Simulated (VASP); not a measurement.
**Mg: relaxation of cell and atoms with LDA**

Mg:

```
CELL_PARAMETERS angstrom
0.00000 2.73217 2.73217
2.73217 0.00000 2.73217
2.73217 2.73217 0.00000
ATOMIC_POSITIONS crystal
Mg 0.87500 0.87500 0.87500
Mg 0.12500 0.12500 0.12500
```

This isn't the form of Mg at room conditions, which is hcp.

| Property | Result |
| --- | --- |
| Program | VASP 6.6.1 |
| Task | relaxation of cell and atoms |
| Functional | LDA |
| Potentials or basis | VASP PAW LDA potentials, release 64 (Mg) |
| Cutoff | 600 eV |
| k mesh | 12 × 12 × 12 |
| Occupations | fermi-dirac, width 0.1 eV |
| Spin | no spin polarisation |
| Target pressure | 12 GPa |
| Dipole correction | no |
| Further INCAR settings | ALGO = Normal; EDIFF = 1e-06; IBRION = 2; EDIFFG = -0.005; NSW = 60; ISIF = 3 |

- Relaxed volume: 24.58 Å³/atom
- Relaxed cell: a = 4.112 Å, b = 4.112 Å, c = 4.112 Å, α = 60.00°, β = 60.00°, γ = 60.00°
- Space group after relaxing (to 0.1 Å): Fd-3m (No. 227)
- Energy change on relaxing (the run minimises the enthalpy): -455.9 meV/atom
- Ionic steps: 5
- Pressure after relaxing: 12.0 GPa
- Band gap on the k mesh: zero (bands 2 and 3 overlap by 5.62 eV)

The path:
| step | energy change (eV) | largest force (eV/Å) | pressure (GPa) | volume (Å³) |
| --- | --- | --- | --- | --- |
| 1 | 0.0000 | 0.0000 | 24.30 | 40.79 |
| 2 | -1.0235 | 0.0000 | 10.46 | 50.75 |
| 3 | -0.9076 | 0.0000 | 12.07 | 49.10 |
| 4 | -0.9208 | 0.0000 | 11.89 | 49.27 |
| 5 | -0.9118 | 0.0000 | 12.01 | 49.15 |

Final structure:
```yaml
crystal:
  lattice:
    - [0.00000, 2.90744, 2.90744]
    - [2.90744, 0.00000, 2.90744]
    - [2.90744, 2.90744, 0.00000]
  atoms:
    - { symbol: Mg, position: [0.87500, 0.87500, 0.87500] }
    - { symbol: Mg, position: [0.12500, 0.12500, 0.12500] }
```

Levels at points of the mesh, in eV from the Fermi level:
| k point | band 1 | band 2 | band 3 | band 4 | band 5 |
| --- | --- | --- | --- | --- | --- |
| (0.00, 0.00, 0.00) | -6.57 | 4.58 | 4.58 | 4.58 | 5.52 |
| (0.50, 0.00, 0.00) | -3.78 | -2.82 | 3.49 | 3.49 | 5.16 |
| (0.50, 0.50, 0.00) | -2.34 | -2.34 | 1.34 | 1.34 | 2.82 |

Run time: 23 s on 1 thread of AMD EPYC 9R45 96-Core Processor (Zen 5), with other jobs on the host, peak memory 0.14 GiB.

Caveat: the cell is relaxed towards a set pressure, so the run minimises the enthalpy, not the energy; the volume moved by over 15 % at a fixed basis, so the end points are rough.
